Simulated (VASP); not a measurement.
# Ge (P6_3/mmc) in VASP: notebook

Ge is run at these levels: PBEsol; tasks: single point, relaxation of cell and atoms.

All numbers are computed with VASP 6.6.1; they aren't measurements. Logs are shortened: lines on timing, memory, paths and dates and some standing lists are left out, and cuts for length are marked.

**1. The cell of the first run**

Symmetry: P6_3/mmc, No. 194, hexagonal system. Conventional cell: a = 3.998 Å, b = 3.998 Å, c = 6.590 Å, α = 90.00°, β = 90.00°, γ = 120.00°. Within 3.2 Å of Ge (site symmetry 3m) lie 4 Ge at 2.45 to 2.47 Å.

**2. Single point, PBEsol**

The input, INCAR:

```
SYSTEM = Ge
ALGO     = Normal         ! electronic algorithm
EDIFF    = 1E-6           ! SCF threshold, eV
ENCUT    = 520            ! plane-wave cutoff, eV
GGA      = PS             ! functional
ISIF     = 2              ! what is computed and relaxed
ISMEAR   = 0              ! smearing method
LASPH    = .True.         ! aspherical terms in the spheres
LCHARG   = .False.        ! write CHGCAR
LREAL    = .False.        ! projectors in reciprocal space
LWAVE    = .False.        ! write WAVECAR
NBANDS   = 36             ! bands
NELM     = 100            ! most SCF steps
PREC     = Accurate       ! precision mode
SIGMA    = 0.01           ! smearing width, eV
```

The input, KPOINTS:

```
k-points
0
Gamma
  10 10 6
  0 0 0
```

The input, POSCAR:

```
Ge
1.0
    3.9980861033      0.0000000000      0.0000000000
   -1.9990430517      3.4624441320      0.0000000000
    0.0000000000      0.0000000000      6.5898031554
Ge
4
Direct
    0.3333333333      0.6666666667      0.0627763686
    0.6666666667      0.3333333333      0.5627763686
    0.6666666667      0.3333333333      0.9372236314
    0.3333333333      0.6666666667      0.4372236314
```

Potentials or basis: VASP PAW PBE potentials, release 64 (Ge_d).

Command:

```
$ cat potpaw_PBE.64/Ge_d/POTCAR > POTCAR
$ mpirun -np 1 vasp_std > vasp.out
```

OUTCAR:

```text
SYSTEM = Ge
   EDIFF = 1E-6
   ENCUT = 520
   GGA = PS
   ISIF = 2
   ISMEAR = 0
   LASPH = .True.
   LREAL = .False.
   NELM = 100
   PREC = Accurate

 ion  position               nearest neighbor table
   1  0.333  0.667  0.063-   3 2.45   3 2.45   3 2.45   4 2.47
   2  0.667  0.333  0.563-   4 2.45   4 2.45   4 2.45   3 2.47
   3  0.667  0.333  0.937-   1 2.45   1 2.45   1 2.45   2 2.47
   4  0.333  0.667  0.437-   2 2.45   2 2.45   2 2.45   1 2.47

  LATTYP: Found a hexagonal cell.
 ALAT       =     3.9980861033
 C/A-ratio  =     1.6482394289

  Lattice vectors:

 A1 = (   3.9980861033,   0.0000000000,   0.0000000000)
 A2 = (  -1.9990430517,   3.4624441320,   0.0000000000)
 A3 = (   0.0000000000,   0.0000000000,   6.5898031554)

Analysis of symmetry for initial positions (statically):
=====================================================================
 Subroutine PRICEL returns:
 Original cell was already a primitive cell.

 Routine SETGRP: Setting up the symmetry group for a
 hexagonal supercell.

 Subroutine GETGRP returns: Found 24 space group operations
 (whereof 12 operations were pure point group operations)
 out of a pool of 24 trial point group operations.

The static configuration has the point symmetry D_3d.
 The point group associated with its full space group is D_6h.

Analysis of symmetry for dynamics (positions and initial velocities):
=====================================================================
 Subroutine PRICEL returns:
 Original cell was already a primitive cell.

 Routine SETGRP: Setting up the symmetry group for a
 hexagonal supercell.

 Subroutine GETGRP returns: Found 24 space group operations
 (whereof 12 operations were pure point group operations)
 out of a pool of 24 trial point group operations.

The dynamic configuration has the point symmetry D_3d.
 The point group associated with its full space group is D_6h.

 Subroutine INISYM returns: Found 24 space group operations
 (whereof 12 operations are pure point group operations),
 and found     1 'primitive' translations

----------------------------------------------------------------------------------------

                                     Primitive cell

  volume of cell :      91.2236

  direct lattice vectors                    reciprocal lattice vectors
     3.998086103  0.000000000  0.000000000     0.250119676  0.144406662  0.000000000
    -1.999043052  3.462444132  0.000000000     0.000000000  0.288813324  0.000000000
     0.000000000  0.000000000  6.589803155     0.000000000  0.000000000  0.151749601

  length of vectors
     3.998086103  3.998086103  6.589803155     0.288813324  0.288813324  0.151749601

  position of ions in fractional coordinates (direct lattice)
     0.333333333  0.666666667  0.062776369
     0.666666667  0.333333333  0.562776369
     0.666666667  0.333333333  0.937223631
     0.333333333  0.666666667  0.437223631

  ion indices of the primitive-cell ions
   primitive index   ion index
                 1           1
                 2           2
                 3           3
                 4           4

----------------------------------------------------------------------------------------

 KPOINTS: k-points

Automatic generation of k-mesh.
 Grid dimensions read from file:
 generate k-points for:   10   10    6

 Generating k-lattice:

  Cartesian coordinates                     Fractional coordinates (reciprocal lattice)
     0.025011968  0.014440666  0.000000000     0.100000000 -0.000000000  0.000000000
     0.000000000  0.028881332  0.000000000     0.000000000  0.100000000  0.000000000
     0.000000000  0.000000000  0.025291600     0.000000000  0.000000000  0.166666667

  Length of vectors
     0.028881332  0.028881332  0.025291600

  Shift w.r.t. Gamma in fractional coordinates (k-lattice)
     0.000000000  0.000000000  0.000000000

 Subroutine IBZKPT returns following result:
 ===========================================

 Found     56 irreducible k-points:

 Following reciprocal coordinates:
            Coordinates               Weight
  0.000000  0.000000  0.000000      1.000000
  0.100000 -0.000000  0.000000      6.000000
  0.200000 -0.000000  0.000000      6.000000
  0.300000  0.000000  0.000000      6.000000
  0.400000  0.000000  0.000000      6.000000
  0.500000 -0.000000  0.000000      3.000000
[... 16 lines left out ...]
  0.300000  0.100000  0.166667     24.000000
  0.400000  0.100000  0.166667     24.000000
 [... further k-points ...]
   k-points           NKPTS =     56   k-points in BZ     NKDIM =     56   number of bands    NBANDS=     36
   number of dos      NEDOS =    301   number of ions     NIONS =      4
   total plane-waves  NPLWV =  45000
   dimension x,y,z NGX =    30 NGY =   30 NGZ =   50
   dimension x,y,z NGXF=    60 NGYF=   60 NGZF=  100
   ions per type =               4
   NGX,Y,Z   is equivalent  to a cutoff of  12.47, 12.47, 12.61 a.u.
   NGXF,Y,Z  is equivalent  to a cutoff of  24.95, 24.95, 25.23 a.u.
 SYSTEM =  Ge
   PREC   = accura    normal or accurate (medium, high low for compatibility)
   ISTART =      0    job   : 0-new  1-cont  2-samecut
   ICHARG =      2    charge: 1-file 2-atom 10-const
   ISPIN  =      1    spin polarized calculation?
   LNONCOLLINEAR =      F non collinear calculations
   LSORBIT =      F    spin-orbit coupling
   LASPH  =      T    aspherical Exc in radial PAW
   ENCUT  =  520.0 eV  38.22 Ry    6.18 a.u.   7.43  7.43 12.25*2*pi/ulx,y,z
   NELM   =    100;   NELMIN=  2; NELMDL= -5     # of ELM steps
   EDIFF  = 0.1E-05   stopping-criterion for ELM
   LREAL  =      F    real-space projection
[... 7 lines left out ...]
   TEBEG  =    0.0;   TEEND  =   0.0 temperature during run
   PSTRESS=    0.0 pullay stress
   NELECT =      56.0000    total number of electrons
   NUPDOWN=      -1.0000    fix difference up-down
   EMIN   =  10.00;   EMAX   =-10.00  energy-range for DOS
   EFERMI =   0.00;   METHOD = LEGACY
   ISMEAR =     0;   SIGMA  =   0.01  broadening in eV -4-tet -1-fermi 0-gaus
   EFERMI_NEDOS =   21; number of points for ismear=-14 and -15
   IALGO  =     38    algorithm
   IMIX   =      4    mixing-type and parameters
     AMIX     =   0.40;   BMIX     =  1.00
     AMIX_MAG =   1.60;   BMIX_MAG =  1.00
  volume/ion in A,a.u.               =      22.81       153.90
  Fermi-wavevector in a.u.,A,eV,Ry     =   1.391346  2.629262 26.338741  1.935843
  Thomas-Fermi vector in A             =   2.515194
   LORBIT       =      0    0 simple, 1 ext, 2 COOP (PROOUT), +10 PAW based schemes
   GGA     = PS    functional components
   LHFCALC =     F    Hartree Fock is set to
   AEXX    =    0.0000 exact exchange contribution
   IVDW    =     0    specifies the selected vdW correction
   LEPSILON=     F    determine dielectric tensor
   LRPA    =     F    only Hartree local field effects (RPA)
 non-spin polarized calculation
 Gauss-broadening in eV      SIGMA  =   0.01
  energy-cutoff  :      520.00
  volume of cell :       91.22
 maximum number of plane-waves:      2491
 NGX is ok and might be reduce to    30
   NGX = 15   NGY = 15   NGZ = 25

 number of electron      56.0000051 magnetization

 Free energy of the ion-electron system (eV)
  ---------------------------------------------------
  ext. energy  EPLUGINS =         0.00000000
  ---------------------------------------------------
  free energy    TOTEN  =       -19.68256190 eV

  energy without entropy =      -19.68252657  energy(sigma->0) =      -19.68254423

 E-fermi :   4.7866     XC(G=0): -10.0884

 val. band max:        4.7798981336   @ k =   0.0000   0.0000   0.1667
 cond. band min:       4.8168684772   @ k =   0.0000   0.0000   0.0000
 fundamental gap:      0.0369703436
 Fermi energy:         4.7866441475

 k-point     1 :       0.0000    0.0000    0.0000
  band No.  band energies     occupation
      1     -20.0020      2.00000
      2     -20.0020      2.00000
      3     -19.9646      2.00000
      4     -19.9635      2.00000
      5     -19.9635      2.00000
      6     -19.9505      2.00000
[... 28 lines left out ...]
     35       9.3801      0.00000
     36      10.7840      0.00000

 k-point     2 :       0.1000   -0.0000    0.0000
  band No.  band energies     occupation
      1     -20.0085      2.00000
      2     -20.0041      2.00000
      3     -19.9708      2.00000
      4     -19.9671      2.00000
      5     -19.9636      2.00000
      6     -19.9428      2.00000
[... 28 lines left out ...]
     35       9.8195      0.00000
     36      11.1908      0.00000

 k-point     3 :       0.2000   -0.0000    0.0000
  band No.  band energies     occupation
      1     -20.0177      2.00000
      2     -20.0079      2.00000
      3     -19.9816      2.00000
      4     -19.9742      2.00000
      5     -19.9617      2.00000
      6     -19.9327      2.00000
[... 28 lines left out ...]
     35      10.3879      0.00000
     36      10.9144      0.00000

 k-point     4 :       0.3000    0.0000    0.0000
  band No.  band energies     occupation
      1     -20.0218      2.00000
      2     -20.0106      2.00000
      3     -19.9924      2.00000
      4     -19.9804      2.00000
      5     -19.9553      2.00000
      6     -19.9256      2.00000
[... 28 lines left out ...]
     35      11.7430      0.00000
     36      11.7600      0.00000

 k-point     5 :       0.4000    0.0000    0.0000
  band No.  band energies     occupation
      1     -20.0201      2.00000
      2     -20.0115      2.00000
      3     -20.0024      2.00000
      4     -19.9841      2.00000
      5     -19.9452      2.00000
      6     -19.9220      2.00000
[... 655 lines left out ...]
 k-point    22 :       0.2000    0.1000    0.1667
  band No.  band energies     occupation
      1     -20.0171      2.00000
      2     -20.0112      2.00000
      3     -19.9853      2.00000
      4     -19.9846      2.00000
      5     -19.9576      2.00000
      6     -19.9285      2.00000
[... 28 lines left out ...]
     35      11.0006      0.00000
     36      11.5948      0.00000

 k-point    23 :       0.3000    0.1000    0.1667
  band No.  band energies     occupation
      1     -20.0182      2.00000
      2     -20.0132      2.00000
      3     -19.9950      2.00000
      4     -19.9907      2.00000
      5     -19.9460      2.00000
      6     -19.9182      2.00000
[... 28 lines left out ...]
     35      11.5657      0.00000
     36      11.9443      0.00000

 k-point    24 :       0.4000    0.1000    0.1667
  band No.  band energies     occupation
      1     -20.0159      2.00000
      2     -20.0130      2.00000
      3     -20.0036      2.00000
      4     -19.9937      2.00000
      5     -19.9339      2.00000
      6     -19.9106      2.00000
[... 28 lines left out ...]
     35      12.9132      0.00000
     36      13.1950      0.00000

 [... further k-points ...]
[... 5 lines left out ...]
  --------------------------------------------------------------------------------------
  -------------------------------------------------------------------------------------
  Total       -0.0687010     -0.0687010     -0.0586125      0.0000000      0.0000000      0.0000000
  in kB       -1.2066083     -1.2066083     -1.0294223      0.0000000      0.0000000      0.0000000
  external PRESSURE =      -1.1475463 kB  Pullay stress =       0.0000000 kB

 VOLUME and BASIS-vectors are now :
 -----------------------------------------------------------------------------
  energy-cutoff  :      520.00
  volume of cell :       91.22
      direct lattice vectors                 reciprocal lattice vectors
     3.998086103  0.000000000  0.000000000     0.250119676  0.144406662  0.000000000
    -1.999043052  3.462444132  0.000000000     0.000000000  0.288813324  0.000000000
     0.000000000  0.000000000  6.589803155     0.000000000  0.000000000  0.151749601

 POSITION                                       TOTAL-FORCE (eV/Angst)
 -----------------------------------------------------------------------------------
     -0.00000      2.30830      0.41368        -0.000000      0.000000     -0.000302
      1.99904      1.15415      3.70859         0.000000     -0.000000     -0.000302
      1.99904      1.15415      6.17612         0.000000     -0.000000      0.000302
     -0.00000      2.30830      2.88122        -0.000000      0.000000      0.000302
 -----------------------------------------------------------------------------------
    total drift:                                0.000000     -0.000000      0.000000

  FREE ENERGIE OF THE ION-ELECTRON SYSTEM (eV)
  ---------------------------------------------------
  free  energy   TOTEN  =       -19.6825618971 eV

  energy  without entropy=      -19.6825265677  energy(sigma->0) =      -19.68254423
```

Run time: 2.1 min. Hardware: 1 thread of Intel Xeon Platinum 8259CL at 2.50GHz (Skylake/Cascade Lake), shared host; peak memory 0.27 GiB.

What came out:

```yaml
Free_energy: -19.6826 eV
Pressure: -0.1 GPa
Band_gap_on_the_k_mesh: zero (band 28 reaches 4.82 eV, above the bottom of band 29 at 4.78 eV)
```

Caveat: the PAW data sets were made with another functional, which shifts forces and pressure a little.

(Continued in part 2 of 2.)
